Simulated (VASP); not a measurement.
MgO: relaxation of cell and atoms with BLYP

Crystal: MgO.

```
Mg O
1.0
     0.00000    2.09700    2.09700
     2.09700    0.00000    2.09700
     2.09700    2.09700    0.00000
Mg O
1 1
Direct
  0.00000 0.00000 0.00000
  0.50000 0.50000 0.50000
```

- Program: VASP 6.6.1
- Task: relaxation of cell and atoms
- Functional: BLYP
- Potentials or basis: VASP PAW PBE potentials, release 64 (Mg, O)
- Cutoff: 600 eV
- k mesh: 11 × 11 × 11
- Occupations: fermi-dirac, width 0.05 eV
- Spin: no spin polarisation
- Dipole correction: no
- Further INCAR settings: ALGO = Normal; EDIFF = 1e-07; IBRION = 2; EDIFFG = -0.01; NSW = 60; ISIF = 3

| Property | Result |
| --- | --- |
| Relaxed volume | 9.71 Å³/atom |
| Relaxed cell | a = 3.017 Å, b = 3.017 Å, c = 3.017 Å, α = 60.00°, β = 60.00°, γ = 60.00° |
| Space group after relaxing (to 0.05 Å) | Fm-3m (No. 225) |
| Energy gained by relaxing | 12.6 meV/atom |
| Ionic steps | 3 |
| Pressure after relaxing | 0.0 GPa |
| Band gap on the k mesh | 4.64 eV, direct |

Step by step:
| step | energy change (eV) | largest force (eV/Å) | pressure (GPa) | volume (Å³) |
| --- | --- | --- | --- | --- |
| 1 | 0.0000 | 0.0000 | 8.53 | 18.44 |
| 2 | -0.0222 | 0.0000 | -2.60 | 19.78 |
| 3 | -0.0251 | 0.0000 | 0.00 | 19.43 |

Final structure:
```
Mg O
1.0
     0.00000    2.13363    2.13363
     2.13363    0.00000    2.13363
     2.13363    2.13363    0.00000
Mg O
1 1
Direct
  0.00000 0.00000 0.00000
  0.50000 0.50000 0.50000
```

Levels at points of the mesh, in eV from the valence-band top:
| k point | band 1 | band 2 | band 3 | band 4 | band 5 | band 6 | band 7 | band 8 |
| --- | --- | --- | --- | --- | --- | --- | --- | --- |
| (0.00, 0.00, 0.00) | -16.95 | 0.00 | 0.00 | 0.00 | 4.64 | 15.76 | 15.76 | 15.76 |

Wall time 95 s on 1 thread of AMD EPYC 7R13, with other jobs on the host, peak memory 0.12 GiB.

Caveat: the PAW data sets were made with another functional, which shifts forces and pressure a little. As with any semilocal functional, this BLYP gap is likely too small.
